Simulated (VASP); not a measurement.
# CoSi (P2_13) in VASP: relaxation of cell and atoms with PBE

Aim: the relaxation of cell and atoms of CoSi with PBE.

All numbers are computed with VASP 6.6.1; they aren't measurements. Logs are shortened: lines on timing, memory, paths and dates and some standing lists are left out, and cuts for length are marked.

### 1 The cell of the first run

It takes space group P2_13 (No. 198, cubic). Conventional cell: a = 4.431 Å, b = 4.431 Å, c = 4.431 Å, α = 90.00°, β = 90.00°, γ = 90.00°. Co (site symmetry 3) has 7 Si at 2.31 to 2.43 Å and 6 Co at 2.72 Å within 3.1 Å. Si (site symmetry 3) has 7 Co at 2.31 to 2.43 Å and 6 Si at 2.74 Å within 3.1 Å.

### 2 Relaxation of cell and atoms, PBE

File INCAR:

```
SYSTEM = CoSi
PREC = Accurate
ENCUT = 600
EDIFF = 1E-7
ISMEAR = 0
SIGMA = 0.1
LREAL = .FALSE.
LASPH = .TRUE.
NELM = 80
ALGO = Normal
ISIF = 3
LWAVE = .FALSE.
LCHARG = .FALSE.
GGA = PE
IBRION = 2
NSW = 80
EDIFFG = -0.001
```

File KPOINTS:

```
Automatic mesh
0
G
  8 8 8
  0 0 0
```

File POSCAR:

```
CoSi
1.0
    4.4307234415      0.0000000000      0.0000000000
    0.0000000000      4.4307234415      0.0000000000
    0.0000000000      0.0000000000      4.4307234415
Co Si
4 4
Direct
    0.1447094016      0.1447094016      0.1447094016
    0.6447094016      0.3552905984      0.8552905984
    0.8552905984      0.6447094016      0.3552905984
    0.3552905984      0.8552905984      0.6447094016
    0.8431281249      0.8431281249      0.8431281249
    0.3431281249      0.6568718751      0.1568718751
    0.1568718751      0.3431281249      0.6568718751
    0.6568718751      0.1568718751      0.3431281249
```

Potentials or basis: VASP PAW PBE potentials, release 64 (Co, Si).

Launch:

```sh
cat potpaw_PBE.64/Co/POTCAR potpaw_PBE.64/Si/POTCAR > POTCAR
mpirun -np 1 vasp_std > vasp.out
```

OUTCAR:

```text
SYSTEM = CoSi
   PREC = Accurate
   ENCUT = 600
   EDIFF = 1E-7
   ISMEAR = 0
   LREAL = .FALSE.
   LASPH = .TRUE.
   NELM = 80
   ISIF = 3
   GGA = PE
   IBRION = 2
   NSW = 80
   EDIFFG = -0.001

 ion  position               nearest neighbor table
   1  0.145  0.145  0.145-   5 2.31   6 2.33   7 2.33   8 2.33   6 2.43   7 2.43   8 2.43   4 2.72
                             4 2.72   2 2.72   3 2.72   3 2.72   2 2.72
   2  0.645  0.355  0.855-   6 2.31   5 2.33   7 2.33   8 2.33   7 2.43   8 2.43   5 2.43   3 2.72
                             3 2.72   4 2.72   4 2.72   1 2.72   1 2.72
   3  0.855  0.645  0.355-   7 2.31   6 2.33   5 2.33   8 2.33   8 2.43   5 2.43   6 2.43   2 2.72
                             2 2.72   4 2.72   1 2.72   4 2.72   1 2.72
   4  0.355  0.855  0.645-   8 2.31   6 2.33   7 2.33   5 2.33   6 2.43   7 2.43   5 2.43   1 2.72
                             1 2.72   2 2.72   3 2.72   3 2.72   2 2.72
   5  0.843  0.843  0.843-   1 2.31   2 2.33   3 2.33   4 2.33   2 2.43   3 2.43   4 2.43   6 2.74
                             7 2.74   7 2.74   6 2.74   8 2.74   8 2.74
   6  0.343  0.657  0.157-   2 2.31   1 2.33   3 2.33   4 2.33   3 2.43   4 2.43   1 2.43   5 2.74
                             8 2.74   8 2.74   5 2.74   7 2.74   7 2.74
   7  0.157  0.343  0.657-   3 2.31   2 2.33   1 2.33   4 2.33   4 2.43   1 2.43   2 2.43   5 2.74
                             5 2.74   8 2.74   8 2.74   6 2.74   6 2.74
   8  0.657  0.157  0.343-   4 2.31   2 2.33   3 2.33   1 2.33   2 2.43   3 2.43   1 2.43   6 2.74
                             6 2.74   7 2.74   7 2.74   5 2.74   5 2.74

  LATTYP: Found a simple cubic cell.
 ALAT       =     4.4307234415

  Lattice vectors:

 A1 = (   4.4307234415,   0.0000000000,   0.0000000000)
 A2 = (   0.0000000000,   4.4307234415,   0.0000000000)
 A3 = (   0.0000000000,   0.0000000000,   4.4307234415)

Analysis of symmetry for initial positions (statically):
=====================================================================
 Subroutine PRICEL returns:
 Original cell was already a primitive cell.

 Routine SETGRP: Setting up the symmetry group for a
 simple cubic supercell.

 Subroutine GETGRP returns: Found 12 space group operations
 (whereof  3 operations were pure point group operations)
 out of a pool of 48 trial point group operations.

The static configuration has the point symmetry C_3 .
 The point group associated with its full space group is T   .

Analysis of symmetry for dynamics (positions and initial velocities):
=====================================================================
 Subroutine PRICEL returns:
 Original cell was already a primitive cell.

 Routine SETGRP: Setting up the symmetry group for a
 simple cubic supercell.

[... 139 lines left out ...]
  Fermi-wavevector in a.u.,A,eV,Ry     =   1.379118  2.606154 25.877810  1.901965
  Thomas-Fermi vector in A             =   2.504117
   LORBIT       =      0    0 simple, 1 ext, 2 COOP (PROOUT), +10 PAW based schemes
   GGA     = PE    functional components
   LHFCALC =     F    Hartree Fock is set to
   AEXX    =    0.0000 exact exchange contribution
   IVDW    =     0    specifies the selected vdW correction
   LEPSILON=     F    determine dielectric tensor
   LRPA    =     F    only Hartree local field effects (RPA)
 conjugate gradient relaxation of ions
 non-spin polarized calculation
 Gauss-broadening in eV      SIGMA  =   0.10
  energy-cutoff  :      600.00
  volume of cell :       86.98
 maximum number of plane-waves:      2945
   NGX = 17   NGY = 17   NGZ = 17

--------------------------------------- Ionic step        1  -------------------------------------------

 number of electron      52.0000004 magnetization

 Free energy of the ion-electron system (eV)
  ---------------------------------------------------
  ext. energy  EPLUGINS =         0.00000000
  ---------------------------------------------------
  free energy    TOTEN  =       -54.75069126 eV

  energy without entropy =      -54.74380740  energy(sigma->0) =      -54.74724933

------------------------ aborting loop because EDIFF is reached ----------------------------------------

  FORCE on cell =-STRESS in cart. coord.  units (eV):
  Direction    XX          YY          ZZ          XY          YZ          ZX
  --------------------------------------------------------------------------------------
  -------------------------------------------------------------------------------------
  Total       -0.0573627     -0.0573627     -0.0573627     -0.0000000     -0.0000000      0.0000000
  in kB       -1.0566136     -1.0566136     -1.0566136     -0.0000000     -0.0000000      0.0000000
  external PRESSURE =      -1.0566136 kB  Pullay stress =       0.0000000 kB
[... 107 lines left out ...]
  FREE ENERGIE OF THE ION-ELECTRON SYSTEM (eV)
  ---------------------------------------------------
  free  energy   TOTEN  =       -54.7507676039 eV

  energy  without entropy=      -54.7439084380  energy(sigma->0) =      -54.74733802

[... ionic steps 4 to 12 ...]

--------------------------------------- Ionic step       13  -------------------------------------------

 number of electron      52.0000003 magnetization

------------------------ aborting loop because EDIFF is reached ----------------------------------------
[... 79 lines left out ...]
--------------------------------------- Ionic step       15  -------------------------------------------

 number of electron      52.0000003 magnetization

 Free energy of the ion-electron system (eV)
  ---------------------------------------------------
  ext. energy  EPLUGINS =         0.00000000
  ---------------------------------------------------
  free energy    TOTEN  =       -54.75083529 eV

  energy without entropy =      -54.74398650  energy(sigma->0) =      -54.74741089

 E-fermi :  12.1330     XC(G=0): -12.8709

 val. band max:       12.1138052793   @ k =   0.5000   0.5000   0.3750
 cond. band min:      12.2524438711   @ k =   0.3750   0.3750   0.3750
 fundamental gap:      0.1386385918
 Fermi energy:        12.1329671636

 k-point     1 :       0.0000    0.0000    0.0000
  band No.  band energies     occupation
      1      -1.5589      2.00000
      2       3.9379      2.00000
      3       3.9379      2.00000
      4       3.9379      2.00000
      5       6.6387      2.00000
      6       6.6387      2.00000
[... 805 lines left out ...]
     30      14.1078      0.00000
     31      14.9606      0.00000

 [... further k-points ...]
[... 5 lines left out ...]
  --------------------------------------------------------------------------------------
  -------------------------------------------------------------------------------------
  Total        0.0022057      0.0022057      0.0022057      0.0000000      0.0000000      0.0000000
  in kB        0.0406571      0.0406571      0.0406571      0.0000000      0.0000000      0.0000000
  external PRESSURE =       0.0406571 kB  Pullay stress =       0.0000000 kB
[... 23 lines left out ...]
  FREE ENERGIE OF THE ION-ELECTRON SYSTEM (eV)
  ---------------------------------------------------
  free  energy   TOTEN  =       -54.7508352853 eV

  energy  without entropy=      -54.7439865038  energy(sigma->0) =      -54.74741089

 reached required accuracy - stopping structural energy minimisation
```

OSZICAR:

```text
N       E                     dE             d eps       ncg     rms          rms(c)
DAV:   1     0.378193991548E+03    0.37819E+03   -0.24917E+04  2790   0.216E+03
DAV:   2    -0.252027749805E+02   -0.40340E+03   -0.39407E+03  2790   0.431E+02
DAV:   3    -0.589000217872E+02   -0.33697E+02   -0.32725E+02  3253   0.146E+02
[... 92 lines left out ...]
  14 F= -.54750835E+02 E0= -.54747411E+02  d E =-.218447E-07
       N       E                     dE             d eps       ncg     rms          rms(c)
DAV:   1    -0.547508353860E+02   -0.22060E-06   -0.30044E-06  3392   0.147E-02    0.226E-03
DAV:   2    -0.547508353784E+02    0.75888E-08   -0.16756E-06  3705   0.160E-02    0.243E-03
DAV:   3    -0.547508352853E+02    0.93178E-07   -0.68116E-07  2634   0.104E-02
  15 F= -.54750835E+02 E0= -.54747411E+02  d E =-.115823E-06
```

CONTCAR:

```text
CoSi
   1.00000000000000
     4.4296790736102603    0.0000000000000000    0.0000000000000000
    -0.0000000000000000    4.4296790736102603    0.0000000000000000
    -0.0000000000000000   -0.0000000000000000    4.4296790736102603
  Co              Si
     4     4
Direct
     0.1450926782859363    0.1450926782859363    0.1450926782859363
     0.6450926782859365    0.3549073217140636    0.8549073217140635
     0.8549073217140635    0.6450926782859365    0.3549073217140636
     0.3549073217140636    0.8549073217140635    0.6450926782859365
     0.8432159664474249    0.8432159664474249    0.8432159664474249
     0.3432159664474250    0.6567840335525751    0.1567840335525750
     0.1567840335525750    0.3432159664474250    0.6567840335525751
     0.6567840335525751    0.1567840335525750    0.3432159664474250

  0.00000000E+00  0.00000000E+00  0.00000000E+00
  0.00000000E+00  0.00000000E+00  0.00000000E+00
  0.00000000E+00  0.00000000E+00  0.00000000E+00
  0.00000000E+00  0.00000000E+00  0.00000000E+00
  0.00000000E+00  0.00000000E+00  0.00000000E+00
  0.00000000E+00  0.00000000E+00  0.00000000E+00
  0.00000000E+00  0.00000000E+00  0.00000000E+00
  0.00000000E+00  0.00000000E+00  0.00000000E+00
```

It took 4.8 min on 1 thread of Intel Xeon 6975P-C (Granite Rapids), shared host; peak memory 0.28 GiB.

Results:

```
Free energy                           : -54.7508 eV
Relaxed volume                        : 10.86 Å³/atom
Relaxed cell                          : a = 4.430 Å, b = 4.430 Å, c = 4.430 Å, α = 90.00°, β = 90.00°, γ = 90.00°
Space group after relaxing (to 0.1 Å) : P2_13 (No. 198)
Energy gained by relaxing             : 0.0 meV/atom
Ionic steps                           : 15
Pressure after relaxing               : 0.0 GPa
Band gap on the k mesh                : zero (bands 26 and 27 overlap by 0.21 eV)
```

The path:
```tsv
step	energy change (eV)	largest force (eV/Å)	pressure (GPa)	volume (Å³)
1	0.0000	0.0200	-0.11	86.98
2	-0.0001	0.0153	0.10	86.89
3	-0.0001	0.0152	0.11	86.89
4	-0.0001	0.0072	0.07	86.90
5	-0.0001	0.0017	0.02	86.92
6	-0.0001	0.0015	0.03	86.92
7	-0.0001	0.0007	-0.02	86.93
8	-0.0001	0.0010	-0.02	86.93
9	-0.0001	0.0012	-0.02	86.92
10	-0.0001	0.0014	0.00	86.92
11	-0.0001	0.0014	-0.03	86.92
12	-0.0001	0.0014	0.03	86.92
13	-0.0001	0.0014	-0.01	86.92
14	-0.0001	0.0014	0.01	86.92
15	-0.0001	0.0009	0.00	86.92
```

Final structure:
```
CELL_PARAMETERS angstrom
4.42968 0.00000 0.00000
0.00000 4.42968 0.00000
0.00000 0.00000 4.42968
ATOMIC_POSITIONS crystal
Co 0.14509 0.14509 0.14509
Co 0.64509 0.35491 0.85491
Co 0.85491 0.64509 0.35491
Co 0.35491 0.85491 0.64509
Si 0.84322 0.84322 0.84322
Si 0.34322 0.65678 0.15678
Si 0.15678 0.34322 0.65678
Si 0.65678 0.15678 0.34322
```

Caveat: the run has no spin polarisation, though such a crystal can be magnetic. Spin polarisation is off, so any magnetic state and its effect on volume and gap are missing.

The gap in the log of VASP goes by the Fermi energy; the results here count the filled bands.